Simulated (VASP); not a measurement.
# Fe (P6_3/mmc) in VASP: further runs

The runs below take Fe through single point, with LDA.

All numbers are computed with VASP 6.6.1; they aren't measurements. Logs are shortened: lines on timing, memory, paths and dates and some standing lists are left out, and cuts for length are marked.

## (1) The cell of the first run

It takes space group P6_3/mmc (No. 194, hexagonal). Conventional cell: a = 2.440 Å, b = 2.440 Å, c = 3.852 Å, α = 90.00°, β = 90.00°, γ = 120.00°. Within 3.2 Å of Fe (site symmetry -6m2) lie 12 Fe at 2.39 to 2.44 Å.

This isn't the form of Fe at room conditions, which is bcc.

## (2) Single point, LDA, collinear spin, antiferromagnetic start (9.93 Å³/atom)

INCAR reads:

```
  ALGO = Normal
  EDIFF = 1E-6
  ENCUT = 520
  ISIF = 2
  ISMEAR = -1
  ISPIN = 2
  LASPH = T
  LCHARG = F
  LMAXMIX = 4
  LORBIT = 11
  LREAL = F
  LWAVE = F
  MAGMOM = 2.5 -2.5
  NBANDS = 19
  NELM = 150
  PREC = Accurate
  SIGMA = 0.05
```

KPOINTS reads:

```
k-points
0
Gamma
  17 17 9
```

POSCAR reads:

```
Fe
1.0
    2.4400722708      0.0000000000      0.0000000000
   -1.2200361354      2.1131645736      0.0000000000
    0.0000000000      0.0000000000      3.8516108991
Fe
2
Direct
    0.3333333333      0.6666666667      0.2500000000
    0.6666666667      0.3333333333      0.7500000000
```

Potentials or basis: VASP PAW LDA potentials, release 64 (Fe).

Run with:

```sh
> cat potpaw_LDA.64/Fe/POTCAR > POTCAR
> mpirun -np 1 vasp_std > vasp.out
```

OUTCAR:

```text
EDIFF = 1E-6
   ENCUT = 520
   ISIF = 2
   ISMEAR = -1
   ISPIN = 2
   LASPH = T
   LORBIT = 11
   LREAL = F
   NELM = 150
   PREC = Accurate

 ion  position               nearest neighbor table
   1  0.333  0.667  0.250-   2 2.39   2 2.39   2 2.39   2 2.39   2 2.39   2 2.39
   2  0.667  0.333  0.750-   1 2.39   1 2.39   1 2.39   1 2.39   1 2.39   1 2.39

  LATTYP: Found a hexagonal cell.
 ALAT       =     2.4400722708
 C/A-ratio  =     1.5784823037

  Lattice vectors:

 A1 = (   2.4400722708,   0.0000000000,   0.0000000000)
 A2 = (  -1.2200361354,   2.1131645736,   0.0000000000)
 A3 = (   0.0000000000,   0.0000000000,   3.8516108991)

Analysis of symmetry for initial positions (statically):
=====================================================================
 Subroutine PRICEL returns:
 Original cell was already a primitive cell.

 Routine SETGRP: Setting up the symmetry group for a
 hexagonal supercell.

 Subroutine GETGRP returns: Found 24 space group operations
 (whereof 12 operations were pure point group operations)
 out of a pool of 24 trial point group operations.

The static configuration has the point symmetry D_3d.
 The point group associated with its full space group is D_6h.

Analysis of symmetry for dynamics (positions and initial velocities):
=====================================================================
 Subroutine PRICEL returns:
 Original cell was already a primitive cell.

 Routine SETGRP: Setting up the symmetry group for a
 hexagonal supercell.

 Subroutine GETGRP returns: Found 24 space group operations
 (whereof 12 operations were pure point group operations)
 out of a pool of 24 trial point group operations.

The dynamic configuration has the point symmetry D_3d.
 The point group associated with its full space group is D_6h.

Analysis of structural, dynamic, and magnetic symmetry:
=====================================================================
 Subroutine PRICEL returns:
 Original cell was already a primitive cell.

 Routine SETGRP: Setting up the symmetry group for a
 hexagonal supercell.

 Subroutine GETGRP returns: Found 24 space group operations
 (whereof 12 operations were pure point group operations)
 out of a pool of 24 trial point group operations.

The overall configuration has the point symmetry D_3d.
 The point group associated with its full space group is D_6h.

 Subroutine INISYM returns: Found 24 space group operations
 (whereof 12 operations are pure point group operations),
 and found     1 'primitive' translations

----------------------------------------------------------------------------------------

                                     Primitive cell

  volume of cell :      19.8600

  direct lattice vectors                    reciprocal lattice vectors
     2.440072271  0.000000000  0.000000000     0.409823927  0.236611955  0.000000000
    -1.220036135  2.113164574  0.000000000     0.000000000  0.473223909  0.000000000
     0.000000000  0.000000000  3.851610899     0.000000000  0.000000000  0.259631626

  length of vectors
     2.440072271  2.440072271  3.851610899     0.473223909  0.473223909  0.259631626

  position of ions in fractional coordinates (direct lattice)
     0.333333333  0.666666667  0.250000000
     0.666666667  0.333333333  0.750000000

  ion indices of the primitive-cell ions
   primitive index   ion index
                 1           1
                 2           2

----------------------------------------------------------------------------------------

 KPOINTS: k-points

Automatic generation of k-mesh.
 Grid dimensions read from file:
 generate k-points for:   17   17    9

 Generating k-lattice:

  Cartesian coordinates                     Fractional coordinates (reciprocal lattice)
     0.024107290  0.013918350  0.000000000     0.058823529  0.000000000  0.000000000
     0.000000000  0.027836701  0.000000000     0.000000000  0.058823529  0.000000000
     0.000000000  0.000000000  0.028847958     0.000000000  0.000000000  0.111111111

  Length of vectors
     0.027836701  0.027836701  0.028847958

  Shift w.r.t. Gamma in fractional coordinates (k-lattice)
     0.000000000  0.000000000  0.000000000

 Subroutine IBZKPT returns following result:
 ===========================================

 Found    165 irreducible k-points:

 Following reciprocal coordinates:
            Coordinates               Weight
  0.000000  0.000000  0.000000      1.000000
  0.058824 -0.000000  0.000000      6.000000
  0.117647  0.000000  0.000000      6.000000
  0.176471 -0.000000  0.000000      6.000000
  0.235294  0.000000  0.000000      6.000000
  0.294118  0.000000  0.000000      6.000000
[... 16 lines left out ...]
  0.411765  0.117647  0.000000     12.000000
  0.176471  0.176471  0.000000      6.000000
 [... further k-points ...]
   k-points           NKPTS =    165   k-points in BZ     NKDIM =    165   number of bands    NBANDS=     19
   number of dos      NEDOS =    301   number of ions     NIONS =      2
   total plane-waves  NPLWV =   9720
   dimension x,y,z NGX =    18 NGY =   18 NGZ =   30
   dimension x,y,z NGXF=    36 NGYF=   36 NGZF=   60
   ions per type =               2
   NGX,Y,Z   is equivalent  to a cutoff of  12.26, 12.26, 12.95 a.u.
   NGXF,Y,Z  is equivalent  to a cutoff of  24.53, 24.53, 25.90 a.u.
 SYSTEM =  unknown system
   PREC   = accura    normal or accurate (medium, high low for compatibility)
   ISTART =      0    job   : 0-new  1-cont  2-samecut
   ICHARG =      2    charge: 1-file 2-atom 10-const
   ISPIN  =      2    spin polarized calculation?
   LNONCOLLINEAR =      F non collinear calculations
   LSORBIT =      F    spin-orbit coupling
   LASPH  =      T    aspherical Exc in radial PAW
   ENCUT  =  520.0 eV  38.22 Ry    6.18 a.u.   4.54  4.54  7.16*2*pi/ulx,y,z
   NELM   =    150;   NELMIN=  2; NELMDL= -5     # of ELM steps
   EDIFF  = 0.1E-05   stopping-criterion for ELM
   LREAL  =      F    real-space projection
[... 7 lines left out ...]
   TEBEG  =    0.0;   TEEND  =   0.0 temperature during run
   PSTRESS=    0.0 pullay stress
   NELECT =      16.0000    total number of electrons
   NUPDOWN=      -1.0000    fix difference up-down
   EMIN   =  10.00;   EMAX   =-10.00  energy-range for DOS
   EFERMI =   0.00;   METHOD = LEGACY
   ISMEAR =    -1;   SIGMA  =   0.05  broadening in eV -4-tet -1-fermi 0-gaus
   EFERMI_NEDOS =   21; number of points for ismear=-14 and -15
   IALGO  =     38    algorithm
   IMIX   =      4    mixing-type and parameters
     AMIX     =   0.40;   BMIX     =  1.00
     AMIX_MAG =   1.60;   BMIX_MAG =  1.00
  volume/ion in A,a.u.               =       9.93        67.01
  Fermi-wavevector in a.u.,A,eV,Ry     =   1.523311  2.878641 31.572014  2.320478
  Thomas-Fermi vector in A             =   2.631772
   LORBIT       =     11    0 simple, 1 ext, 2 COOP (PROOUT), +10 PAW based schemes
   GGA     = CA    functional components
   LHFCALC =     F    Hartree Fock is set to
   AEXX    =    0.0000 exact exchange contribution
   IVDW    =     0    specifies the selected vdW correction
   LEPSILON=     F    determine dielectric tensor
   LRPA    =     F    only Hartree local field effects (RPA)
 spin polarized calculation
  energy-cutoff  :      520.00
  volume of cell :       19.86
 maximum number of plane-waves:       550
   NGX =  9   NGY =  9   NGZ = 15

 number of electron      16.0000010 magnetization       0.0000000

 number of electron      16.0000010 magnetization      -0.0000000

 Free energy of the ion-electron system (eV)
  ---------------------------------------------------
  ext. energy  EPLUGINS =         0.00000000
  ---------------------------------------------------
  free energy    TOTEN  =       -18.79993685 eV

  energy without entropy =      -18.77864001  energy(sigma->0) =      -18.78928843

 E-fermi :   7.0625     XC(G=0): -14.2244

 val. band max:        7.0611856550   @ k =   0.4706   0.0000   0.2222
 cond. band min:       7.0642748262   @ k =   0.4706   0.0588   0.3333
 fundamental gap:      0.0030891712
 Fermi energy:         7.0624667980

 spin component 1

 k-point     1 :       0.0000    0.0000    0.0000
  band No.  band energies     occupation
      1      -1.9502      1.00000
      2       1.9619      1.00000
      3       5.3282      1.00000
      4       5.3282      1.00000
      5       5.4710      1.00000
      6       5.8173      1.00000
[... 11 lines left out ...]
     18      33.9086      0.00000
     19      34.5650      0.00000

 k-point     2 :       0.0588   -0.0000    0.0000
  band No.  band energies     occupation
      1      -1.8187      1.00000
      2       2.0484      1.00000
      3       5.1386      1.00000
      4       5.4038      1.00000
      5       5.6312      1.00000
      6       5.7796      1.00000
[... 476 lines left out ...]
 k-point    24 :       0.1765    0.1765    0.0000
  band No.  band energies     occupation
      1       1.0991      1.00000
      2       3.2779      1.00000
      3       3.6253      1.00000
      4       3.7921      1.00000
      5       5.0895      1.00000
      6       5.4942      1.00000
[... 11 lines left out ...]
     18      30.6490      0.00000
     19      31.5442      0.00000

 [... further k-points ...]

 spin component 2

 k-point     1 :       0.0000    0.0000    0.0000
  band No.  band energies     occupation
      1      -1.9502      1.00000
      2       1.9619      1.00000
      3       5.3282      1.00000
      4       5.3282      1.00000
      5       5.4710      1.00000
      6       5.8173      1.00000
[... 11 lines left out ...]
     18      33.9086      0.00000
     19      34.5650      0.00000

 k-point     2 :       0.0588   -0.0000    0.0000
  band No.  band energies     occupation
      1      -1.8187      1.00000
      2       2.0484      1.00000
      3       5.1386      1.00000
      4       5.4038      1.00000
      5       5.6312      1.00000
      6       5.7796      1.00000
[... 476 lines left out ...]
 k-point    24 :       0.1765    0.1765    0.0000
  band No.  band energies     occupation
      1       1.0991      1.00000
      2       3.2779      1.00000
      3       3.6253      1.00000
      4       3.7921      1.00000
      5       5.0895      1.00000
      6       5.4942      1.00000
[... 11 lines left out ...]
     18      30.6490      0.00000
     19      31.5442      0.00000

 [... further k-points ...]
[... 5 lines left out ...]
  --------------------------------------------------------------------------------------
  -------------------------------------------------------------------------------------
  Total       -1.5702875     -1.5702875     -1.6051333     -0.0000000      0.0000000      0.0000000
  in kB     -126.6809595   -126.6809595   -129.4921006     -0.0000000      0.0000000      0.0000000
  external PRESSURE =    -127.6180066 kB  Pullay stress =       0.0000000 kB

 VOLUME and BASIS-vectors are now :
 -----------------------------------------------------------------------------
  energy-cutoff  :      520.00
  volume of cell :       19.86
      direct lattice vectors                 reciprocal lattice vectors
     2.440072271  0.000000000  0.000000000     0.409823927  0.236611955  0.000000000
    -1.220036135  2.113164574  0.000000000     0.000000000  0.473223909  0.000000000
     0.000000000  0.000000000  3.851610899     0.000000000  0.000000000  0.259631626

 POSITION                                       TOTAL-FORCE (eV/Angst)
 -----------------------------------------------------------------------------------
     -0.00000      1.40878      0.96290         0.000000     -0.000000      0.000000
      1.22004      0.70439      2.88871        -0.000000      0.000000      0.000000
 -----------------------------------------------------------------------------------
    total drift:                               -0.000000      0.000000     -0.000000

  FREE ENERGIE OF THE ION-ELECTRON SYSTEM (eV)
  ---------------------------------------------------
  free  energy   TOTEN  =       -18.7999368548 eV

  energy  without entropy=      -18.7786400066  energy(sigma->0) =      -18.78928843

 total charge

# of ion       s       p       d       tot
------------------------------------------
    1        0.549   0.659   6.378   7.586
    2        0.549   0.659   6.378   7.586
--------------------------------------------------
tot          1.099   1.317  12.755  15.171

 magnetization (x)

# of ion       s       p       d       tot
------------------------------------------
    1        0.000   0.000   0.000   0.000
    2       -0.000  -0.000  -0.000  -0.000
--------------------------------------------------
tot          0.000   0.000   0.000   0.000
```

It took 2.6 min on 1 thread of Intel Xeon 8259CL, shared host; peak memory 0.19 GiB.

What came out:

```
Free energy                                           : -18.7999 eV
Pressure                                              : -12.8 GPa
Band gap on the k mesh                                : zero (filled and empty bands overlap)
Net moment                                            : 0.00 μB per cell
Valence electrons inside the program's atomic spheres : Fe 7.59
```

Levels at points of the mesh, in eV from the Fermi level:
Spin up:
```csv
k point,band 6,band 7,band 8,band 9,band 10,band 11
"(0.00, 0.00, 0.00)",-1.25,-1.25,-0.89,-0.89,0.64,0.74
```
Spin down:
```
           k point  band 6  band 7  band 8  band 9  band 10  band 11
(0.00, 0.00, 0.00)   -1.25   -1.25   -0.89   -0.89     0.64     0.74
```

Caveat: the cell stands under tension; the moments typed at the start vanished in this run.

## (3) Single point, LDA, collinear spin, antiferromagnetic start

This run uses another cell than the first one, of 9.55 Å³/atom.

INCAR reads:

```
SYSTEM = Fe
PREC = Accurate ; ENCUT = 520
EDIFF = 1E-7 ; ISMEAR = -1
SIGMA = 0.05 ; LREAL = .FALSE.
LASPH = .TRUE. ; NELM = 150
ALGO = Normal ; ISIF = 2
LWAVE = .FALSE. ; LCHARG = .FALSE.
ISPIN = 2 ; MAGMOM = 2.5 -2.5
LORBIT = 11 ; LMAXMIX = 4
GGA = CA ; NBANDS = 19
```

KPOINTS reads:

```
Automatic mesh
0
G
  24 24 14
  0 0 0
```

POSCAR reads:

```
Fe
1.0
    2.4083794333      0.0000000000      0.0000000000
   -1.2041897167      2.0857177712      0.0000000000
    0.0000000000      0.0000000000      3.8015843159
Fe
2
Direct
    0.3333333333      0.6666666667      0.2500000000
    0.6666666667      0.3333333333      0.7500000000
```

Potentials or basis: VASP PAW LDA potentials, release 64 (Fe).

Run with:

```sh
> cat potpaw_LDA.64/Fe/POTCAR > POTCAR
> mpirun -np 1 vasp_std > vasp.out
```

It took 7.4 min on 1 thread of Intel Xeon 8259CL, shared host; peak memory 0.33 GiB.

It converged, with:

- Free energy: -18.8326 eV
- Pressure: -0.3 GPa
- Band gap on the k mesh: zero (filled and empty bands overlap)
- Net moment: 0.00 μB per cell
- Valence electrons inside the program's atomic spheres: Fe 7.69

Stress tensor (GPa, compression positive):
```
-0.44  0.00  0.00
 0.00 -0.44  0.00
 0.00  0.00 -0.08
```

Levels at points of the mesh, in eV from the Fermi level:
Spin up:
```
           k point  band 4  band 5  band 6  band 7  band 8  band 9  band 10  band 11  band 12  band 13
(0.00, 0.00, 0.00)   -1.84   -1.68   -1.32   -1.32   -0.94   -0.94     0.66     0.79     0.79     9.50
(0.50, 0.00, 0.00)   -2.17   -2.15   -1.66   -1.17    0.90    1.15     1.20     2.94     5.24    11.93
(0.00, 0.00, 0.50)   -2.26   -1.97   -1.97   -1.97   -1.97    0.36     0.36     0.36     0.36    18.03
(0.50, 0.00, 0.50)   -3.46   -0.72   -0.72    0.14    0.14    1.05     1.05     2.70     2.70     9.92
```
Spin down:
```tsv
k point	band 4	band 5	band 6	band 7	band 8	band 9	band 10	band 11	band 12	band 13
(0.00, 0.00, 0.00)	-1.84	-1.68	-1.32	-1.32	-0.94	-0.94	0.66	0.79	0.79	9.50
(0.50, 0.00, 0.00)	-2.17	-2.15	-1.66	-1.17	0.90	1.15	1.20	2.94	5.24	11.93
(0.00, 0.00, 0.50)	-2.26	-1.97	-1.97	-1.97	-1.97	0.36	0.36	0.36	0.36	18.03
(0.50, 0.00, 0.50)	-3.46	-0.72	-0.72	0.14	0.14	1.05	1.05	2.70	2.70	9.92
```

Caveat: the moments typed at the start vanished in this run.
